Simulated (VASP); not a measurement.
# Si16HC16 (a cell with a defect) in VASP: further runs

Si16HC16 (a cell with a defect) is run at these levels: PBE; tasks: single point.

Everything below comes from runs of VASP 6.6.1. Logs are shortened: lines on timing, memory, paths and dates and some standing lists are left out, and cuts for length are marked.

### Step 1. The cell of the first run

The cell holds a defect, 33 atoms: a = 6.188 Å, b = 6.188 Å, c = 10.129 Å, α = 90.00°, β = 90.00°, γ = 120.00°.

### Step 2. Single point, PBE

Input file INCAR:

```
ALGO = Normal
EDIFF = 1E-6
ENCUT = 520
GGA = PE
ISIF = 2
ISMEAR = 0
LASPH = True
LCHARG = False
LREAL = Auto
LWAVE = False
NBANDS = 86
NELECT = 130.0
NELM = 60
PREC = Accurate
SIGMA = 0.01
```

Input file KPOINTS:

```
k-points
0
Gamma
  2 2 2
```

Input file POSCAR:

```
Si16HC16
1.0
    6.1882403622     -0.0000000001      0.0000000000
   -3.0941201812     -5.3591733584      0.0000000000
    0.0000000000      0.0000000000    -10.1293391982
Si C H
16 16 1
Direct
    0.1660025162      0.3349822071      0.0591635903
    0.6736574221      0.3503120686      0.0652236652
    0.1508389377      0.8274156850      0.0652006308
    0.6733832032      0.8276103286      0.0651412943
    0.8317250888      0.1678300183      0.5639803564
    0.3331406358      0.1678371638      0.5639700033
    0.8326735073      0.6683022025      0.5632921261
    0.3331501417      0.6692581649      0.5639849376
   -0.0007537681      0.5017290330      0.3127019988
    0.4995428166      0.5017314271      0.3126770651
   -0.0007578007      1.0014291674      0.3126686465
    0.4993438393      1.0016289996      0.3143980424
    0.0004172708      0.5005759521      0.8128811276
    0.4972078718      0.5005960631      0.8128858776
    0.0003864743      1.0037651025      0.8128881435
    0.4993303755      1.0016673475      0.8192014761
    0.1660093195      0.3349583140      0.2497805772
    0.6646398499      0.3322056371      0.2544747857
    0.1687616830      0.8363289599      0.2544579748
    0.6646392357      0.8363292962      0.2544183284
    0.8312672695      0.1676082976      0.7505899202
    0.3333559589      0.1676247335      0.7505911984
    0.8326739714      0.6683046447      0.7510128814
    0.3333810196      0.6697290752      0.7505900635
   -0.0003134934      0.0023445037      0.5009775667
    0.4993407524      0.0016344001      0.5018082339
   -0.0002929656      0.5012748798      0.5009998247
    0.4986257321      0.5012894779      0.5009840505
    0.0030277344      0.0091568293      0.9965119893
    0.4992979047      0.0017675166      1.0052427822
    0.0031601512      0.4978764852      0.9964708149
    0.4918022694      0.4979695035      0.9965001548
    0.8327175622      0.6682188309      0.1250361096
```

Potentials or basis: VASP PAW PBE potentials, release 64 (Si, C, H).

Started as:

```
$ cat potpaw_PBE.64/Si/POTCAR potpaw_PBE.64/C/POTCAR potpaw_PBE.64/H/POTCAR > POTCAR
$ mpirun -np 1 vasp_std > vasp.out
```

OUTCAR:

```text
EDIFF = 1E-6
   ENCUT = 520
   GGA = PE
   ISIF = 2
   ISMEAR = 0
   LASPH = True
   LREAL = Auto
   NELECT = 130.0
   NELM = 60
   PREC = Accurate

 ion  position               nearest neighbor table
   1  0.166  0.335  0.059-  31 1.86  32 1.86  29 1.86  17 1.93  13 3.06  14 3.06  15 3.06   4 3.10
                             3 3.10   4 3.10   2 3.10   2 3.10   3 3.10  11 3.13  10 3.13   9 3.13
   2  0.674  0.350  0.065-  33 1.81  32 1.90  31 1.90  18 1.92  30 1.96   3 2.95   4 2.95  10 3.05
                             9 3.06   1 3.10   1 3.10  14 3.10  13 3.10  16 3.11  12 3.14
   3  0.151  0.827  0.065-  33 1.81  29 1.90  31 1.90  19 1.92  30 1.96   2 2.95   4 2.96  11 3.06
                             9 3.06   1 3.10   1 3.10  15 3.10  13 3.10  16 3.11  12 3.14
   4  0.673  0.828  0.065-  33 1.81  29 1.90  32 1.90  20 1.92  30 1.96   2 2.95   3 2.96  11 3.06
                            10 3.06   1 3.10   1 3.10  15 3.10  14 3.10  16 3.11  12 3.14
   5  0.832  0.168  0.564-  26 1.89  21 1.89  27 1.90  25 1.90   8 3.09   6 3.09  15 3.09  13 3.09
                            12 3.09   7 3.09   7 3.09   6 3.10   8 3.10   9 3.11  11 3.11  16 3.14
   6  0.333  0.168  0.564-  26 1.89  22 1.89  28 1.90  25 1.90   8 3.09   5 3.09  14 3.09  15 3.09
                            12 3.09   7 3.09   7 3.09   5 3.10   8 3.10  10 3.11  11 3.11  16 3.14
   7  0.833  0.668  0.563-  25 1.90  28 1.90  27 1.90  23 1.90   5 3.09   8 3.09   6 3.09   6 3.09
                             8 3.09   5 3.09  13 3.10  14 3.10  15 3.10   9 3.10  10 3.10  11 3.10
   8  0.333  0.669  0.564-  26 1.89  24 1.89  27 1.90  28 1.90   5 3.09   6 3.09  14 3.09  13 3.09
                            12 3.09   7 3.09   7 3.09   6 3.10   5 3.10   9 3.11  10 3.11  16 3.14
   9  0.999  0.502  0.313-  18 1.89  19 1.89  17 1.90  27 1.91   2 3.06   3 3.06  11 3.09  10 3.09
                            12 3.09  12 3.09  10 3.10  11 3.10   7 3.10   5 3.11   8 3.11   1 3.13
  10  0.500  0.502  0.313-  18 1.89  20 1.89  17 1.90  28 1.91   2 3.05   4 3.06  11 3.09   9 3.09
                            12 3.09  12 3.09   9 3.10  11 3.10   7 3.10   6 3.11   8 3.11   1 3.13
  11  0.999  0.001  0.313-  19 1.89  20 1.89  17 1.90  25 1.91   3 3.06   4 3.06  10 3.09   9 3.09
                            12 3.09  12 3.09   9 3.10  10 3.10   7 3.10   6 3.11   5 3.11   1 3.13
  12  0.499  0.002  0.314-  18 1.87  19 1.87  20 1.87  26 1.90   5 3.09   8 3.09   6 3.09  10 3.09
                            11 3.09   9 3.09   9 3.09  11 3.09  10 3.09   4 3.14   3 3.14   2 3.14
  13  0.000  0.501  0.813-  31 1.86  24 1.89  21 1.89  23 1.90   1 3.06  14 3.07  15 3.07   8 3.09
[... 8 lines left out ...]
  18  0.665  0.332  0.254-  12 1.87   9 1.89  10 1.89   2 1.92
  19  0.169  0.836  0.254-  12 1.87  11 1.89   9 1.89   3 1.92
  20  0.665  0.836  0.254-  12 1.87  11 1.89  10 1.89   4 1.92
  21  0.831  0.168  0.751-   5 1.89  15 1.89  13 1.89  16 1.91
  22  0.333  0.168  0.751-   6 1.89  15 1.89  14 1.89  16 1.91
[... 8 lines left out ...]
  31  0.003  0.498  0.996-   1 1.86  13 1.86   2 1.90   3 1.90
  32  0.492  0.498  0.997-   1 1.86  14 1.86   2 1.90   4 1.90
  33  0.833  0.668  0.125-   2 1.81   3 1.81   4 1.81

  LATTYP: Found a hexagonal cell.
 ALAT       =     6.1882403622
 C/A-ratio  =     1.6368690622

  Lattice vectors:

 A1 = (   6.1882403622,  -0.0000000001,   0.0000000000)
 A2 = (  -3.0941201812,  -5.3591733584,   0.0000000000)
 A3 = (   0.0000000000,   0.0000000000, -10.1293391982)

Analysis of symmetry for initial positions (statically):
=====================================================================
 Subroutine PRICEL returns:
 Original cell was already a primitive cell.

 Routine SETGRP: Setting up the symmetry group for a
 hexagonal supercell.

 Subroutine GETGRP returns: Found  1 space group operations
 (whereof  1 operations were pure point group operations)
 out of a pool of 24 trial point group operations.

The static configuration has the point symmetry C_1 .

Analysis of symmetry for dynamics (positions and initial velocities):
=====================================================================
 Subroutine PRICEL returns:
 Original cell was already a primitive cell.

 Routine SETGRP: Setting up the symmetry group for a
 hexagonal supercell.

 Subroutine GETGRP returns: Found  1 space group operations
 (whereof  1 operations were pure point group operations)
 out of a pool of 24 trial point group operations.

The dynamic configuration has the point symmetry C_1 .

 Subroutine INISYM returns: Found  1 space group operations
 (whereof  1 operations are pure point group operations),
 and found     1 'primitive' translations

----------------------------------------------------------------------------------------

                                     Primitive cell

  volume of cell :     335.9279

  direct lattice vectors                    reciprocal lattice vectors
     6.188240362 -0.000000000  0.000000000     0.161596826 -0.093297971  0.000000000
    -3.094120181 -5.359173358  0.000000000    -0.000000000 -0.186595942  0.000000000
     0.000000000  0.000000000-10.129339198     0.000000000  0.000000000 -0.098723123

  length of vectors
     6.188240362  6.188240362 10.129339198     0.186595942  0.186595942  0.098723123

  position of ions in fractional coordinates (direct lattice)
     0.166002516  0.334982207  0.059163590
     0.673657422  0.350312069  0.065223665
     0.150838938  0.827415685  0.065200631
     0.673383203  0.827610329  0.065141294
     0.831725089  0.167830018  0.563980356
     0.333140636  0.167837164  0.563970003
[... 25 lines left out ...]
     0.491802269  0.497969504  0.996500155
     0.832717562  0.668218831  0.125036110

  ion indices of the primitive-cell ions
   primitive index   ion index
                 1           1
                 2           2
                 3           3
                 4           4
                 5           5
                 6           6
[... 25 lines left out ...]
                32          32
                33          33

----------------------------------------------------------------------------------------

 KPOINTS: k-points

Automatic generation of k-mesh.
 Grid dimensions read from file:
 generate k-points for:    2    2    2

 Generating k-lattice:

  Cartesian coordinates                     Fractional coordinates (reciprocal lattice)
     0.080798413 -0.046648985  0.000000000     0.500000000  0.000000000  0.000000000
    -0.000000000 -0.093297971  0.000000000    -0.000000000  0.500000000  0.000000000
     0.000000000  0.000000000 -0.049361562     0.000000000  0.000000000  0.500000000

  Length of vectors
     0.093297971  0.093297971  0.049361562

  Shift w.r.t. Gamma in fractional coordinates (k-lattice)
     0.000000000  0.000000000  0.000000000

 Subroutine IBZKPT returns following result:
 ===========================================

 Found      8 irreducible k-points:

 Following reciprocal coordinates:
            Coordinates               Weight
  0.000000  0.000000  0.000000      1.000000
  0.500000  0.000000  0.000000      1.000000
  0.000000  0.500000  0.000000      1.000000
  0.500000  0.500000  0.000000      1.000000
  0.000000  0.000000  0.500000      1.000000
  0.500000  0.000000  0.500000      1.000000
  0.000000  0.500000  0.500000      1.000000
  0.500000  0.500000  0.500000      1.000000
   k-points           NKPTS =      8   k-points in BZ     NKDIM =      8   number of bands    NBANDS=     86
   number of dos      NEDOS =    301   number of ions     NIONS =     33
   total plane-waves  NPLWV = 184320
   dimension x,y,z NGX =    48 NGY =   48 NGZ =   80
   dimension x,y,z NGXF=    96 NGYF=   96 NGZF=  160
   ions per type =              16  16   1
   NGX,Y,Z   is equivalent  to a cutoff of  12.90, 12.90, 13.13 a.u.
   NGXF,Y,Z  is equivalent  to a cutoff of  25.79, 25.79, 26.26 a.u.
 SYSTEM =  unknown system
   PREC   = accura    normal or accurate (medium, high low for compatibility)
   ISTART =      0    job   : 0-new  1-cont  2-samecut
   ICHARG =      2    charge: 1-file 2-atom 10-const
   ISPIN  =      1    spin polarized calculation?
   LNONCOLLINEAR =      F non collinear calculations
   LSORBIT =      F    spin-orbit coupling
   LASPH  =      T    aspherical Exc in radial PAW
   ENCUT  =  520.0 eV  38.22 Ry    6.18 a.u.  11.51 11.51 18.83*2*pi/ulx,y,z
   NELM   =     60;   NELMIN=  2; NELMDL= -5     # of ELM steps
   EDIFF  = 0.1E-05   stopping-criterion for ELM
   LREAL  =      T    real-space projection
   EDIFFG = 0.1E-04   stopping-criterion for IOM
   NSW    =      0    number of steps for IOM
   IBRION =     -1    ionic relax: 0-MD 1-quasi-New 2-CG
   NFREE  =      0    steps in history (QN), initial steepest desc. (CG)
   ISIF   =      2    stress and relaxation
   ISYM   =      2    0-nonsym 1-usesym 2-fastsym
   POTIM  = 0.5000    time-step for ionic-motion
   TEBEG  =    0.0;   TEEND  =   0.0 temperature during run
   PSTRESS=    0.0 pullay stress
   NELECT =     130.0000    total number of electrons
   NUPDOWN=      -1.0000    fix difference up-down
   EMIN   =  10.00;   EMAX   =-10.00  energy-range for DOS
   EFERMI =   0.00;   METHOD = LEGACY
   ISMEAR =     0;   SIGMA  =   0.01  broadening in eV -4-tet -1-fermi 0-gaus
   EFERMI_NEDOS =   21; number of points for ismear=-14 and -15
   IALGO  =     38    algorithm
   IMIX   =      4    mixing-type and parameters
     AMIX     =   0.40;   BMIX     =  1.00
     AMIX_MAG =   1.60;   BMIX_MAG =  1.00
  volume/ion in A,a.u.               =      10.18        68.70
  Fermi-wavevector in a.u.,A,eV,Ry     =   1.193000  2.254444 19.364491  1.423250
  Thomas-Fermi vector in A             =   2.329025
   LORBIT       =      0    0 simple, 1 ext, 2 COOP (PROOUT), +10 PAW based schemes
   GGA     = PE    functional components
   LHFCALC =     F    Hartree Fock is set to
   AEXX    =    0.0000 exact exchange contribution
   IVDW    =     0    specifies the selected vdW correction
   LEPSILON=     F    determine dielectric tensor
   LRPA    =     F    only Hartree local field effects (RPA)
 non-spin polarized calculation
 Gauss-broadening in eV      SIGMA  =   0.01
  energy-cutoff  :      520.00
  volume of cell :      335.93
 maximum number of plane-waves:      9074
 NGX is ok and might be reduce to    48
   NGX = 23   NGY = 23   NGZ = 37

 number of electron     130.0000002 magnetization

 Free energy of the ion-electron system (eV)
  ---------------------------------------------------
  ext. energy  EPLUGINS =         0.00000000
  ---------------------------------------------------
  free energy    TOTEN  =      -231.87634397 eV

  energy without entropy =     -231.87634397  energy(sigma->0) =     -231.87634397

 E-fermi :   8.8703     XC(G=0): -11.3583

 val. band max:        8.8065509511   @ k =   0.5000   0.5000   0.0000
 cond. band min:      10.1275504621   @ k =   0.0000   0.0000   0.0000
 fundamental gap:      1.3209995111
 Fermi energy:         8.8703347975

 k-point     1 :       0.0000    0.0000    0.0000
  band No.  band energies     occupation
      1      -7.4136      2.00000
      2      -6.2390      2.00000
      3      -6.1807      2.00000
      4      -4.0451      2.00000
      5      -4.0450      2.00000
      6      -3.9752      2.00000
[... 629 lines left out ...]
     76      13.5250      0.00000
     77      13.6129      0.00000
 [bands above 77 left out]

------------------------ aborting loop because EDIFF is reached ----------------------------------------

  FORCE on cell =-STRESS in cart. coord.  units (eV):
  Direction    XX          YY          ZZ          XY          YZ          ZX
  --------------------------------------------------------------------------------------
  -------------------------------------------------------------------------------------
  Total       15.1232212     15.1031491     14.6792055      0.0085069     -0.0118873     -0.0113807
  in kB       72.1288143     72.0330819     70.0111221      0.0405727     -0.0566956     -0.0542793
  external PRESSURE =      71.3910061 kB  Pullay stress =       0.0000000 kB

 VOLUME and BASIS-vectors are now :
 -----------------------------------------------------------------------------
  energy-cutoff  :      520.00
  volume of cell :      335.93
      direct lattice vectors                 reciprocal lattice vectors
     6.188240362 -0.000000000  0.000000000     0.161596826 -0.093297971  0.000000000
    -3.094120181 -5.359173358  0.000000000    -0.000000000 -0.186595942  0.000000000
     0.000000000  0.000000000-10.129339198     0.000000000  0.000000000 -0.098723123

 POSITION                                       TOTAL-FORCE (eV/Angst)
 -----------------------------------------------------------------------------------
     -0.00921     -1.79523     -0.59929        -0.000500     -0.000170      0.014464
      3.08485     -1.87738     -0.66067        -0.001317     -0.019649     -0.002832
     -1.62670     -4.43426     -0.66044        -0.020669      0.010237     -0.003121
      1.60633     -4.43531     -0.65984         0.023503      0.011934     -0.005928
      4.62763     -0.89943     -5.71275         0.000457     -0.000116      0.001546
      1.54225     -0.89947     -5.71264        -0.000134      0.000846      0.002235
[... 25 lines left out ...]
      1.50261     -2.66870    -10.09389         0.007705     -0.005692     -0.008605
      3.08551     -3.58110     -1.26653        -0.002553     -0.001957      0.015579
 -----------------------------------------------------------------------------------
    total drift:                                0.056585      0.059513      0.038703

  FREE ENERGIE OF THE ION-ELECTRON SYSTEM (eV)
  ---------------------------------------------------
  free  energy   TOTEN  =      -231.8763439749 eV

  energy  without entropy=     -231.8763439749  energy(sigma->0) =     -231.87634397
```

Wall time 10 min (1 thread of Intel Xeon 8259CL, shared host); peak memory 0.5 GiB.

Results:

```yaml
Free_energy: -231.8763 eV
Largest_force: 0.028 eV/Å
```

Forces in eV/Å, atoms in the order of the input:
```
Si  -0.001  0.000  0.014
Si  -0.001 -0.020 -0.003
Si  -0.021  0.010 -0.003
Si   0.024  0.012 -0.006
Si   0.000  0.000  0.002
Si   0.000  0.001  0.002
Si  -0.001 -0.001  0.004
Si   0.000  0.000  0.003
Si  -0.007 -0.005  0.008
Si   0.005 -0.005  0.007
Si   0.000  0.006  0.006
Si   0.000  0.001 -0.002
Si  -0.007 -0.003 -0.007
Si   0.003 -0.004 -0.007
Si  -0.001  0.004 -0.007
Si  -0.003 -0.003  0.011
C    0.000  0.001  0.000
C    0.001 -0.003  0.012
C   -0.001 -0.001  0.011
C   -0.006 -0.001  0.005
C   -0.002  0.005 -0.008
C    0.007  0.007 -0.014
C    0.007  0.004 -0.002
C    0.000 -0.004 -0.010
C    0.004 -0.001 -0.001
C    0.007  0.001  0.001
C    0.006  0.008 -0.005
C    0.003  0.005 -0.002
C    0.000  0.004 -0.008
C   -0.001  0.000  0.006
C   -0.021 -0.008 -0.016
C    0.008 -0.006 -0.009
H   -0.003 -0.002  0.016
```

Caveat: the k points lie up to 0.59 Å⁻¹ apart; the cell carries a net charge on a neutralising background, which shifts energy and pressure; the cell is charged against a uniform background, so pressure and absolute levels hang on convention.

(Part 1 of 2 ends here.)
